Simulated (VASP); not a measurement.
A run of VASP 6.6.1 is set up as follows.

The input INCAR:

```
PREC     = Accurate       # precision mode
ENCUT    = 520            # plane-wave cutoff, eV
EDIFF    = 1E-6           # SCF threshold, eV
ISMEAR   = -1             # smearing method
SIGMA    = 0.05           # smearing width, eV
LREAL    = False          # projectors in reciprocal space
LASPH    = True           # aspherical terms in the spheres
NELM     = 100            # most SCF steps
ALGO     = Normal         # electronic algorithm
ISIF     = 2              # what is computed and relaxed
LWAVE    = False          # write WAVECAR
LCHARG   = False          # write CHGCAR
NBANDS   = 16             # bands
```

File KPOINTS:

```
Automatic mesh
0
Gamma
  11 11 11
```

File POSCAR:

```
CdSe
1.0
    0.0000000000      2.6927663868      2.6927663868
    2.6927663868      0.0000000000      2.6927663868
    2.6927663868      2.6927663868      0.0000000000
Cd Se
1 1
Direct
    0.0000000000      0.0000000000      0.0000000000
    0.2500000000      0.2500000000      0.2500000000
```

Potentials or basis: VASP PAW LDA potentials, release 64 (Cd, Se).

Run with:

```sh
$ cat potpaw_LDA.64/Cd/POTCAR potpaw_LDA.64/Se/POTCAR > POTCAR
$ mpirun -np 1 vasp_std > vasp.out
```

Task: Predict the pressure.

Result: 42.9 GPa.

Task: Estimate the band gap on the k mesh.

Result: 1.04 eV, direct.
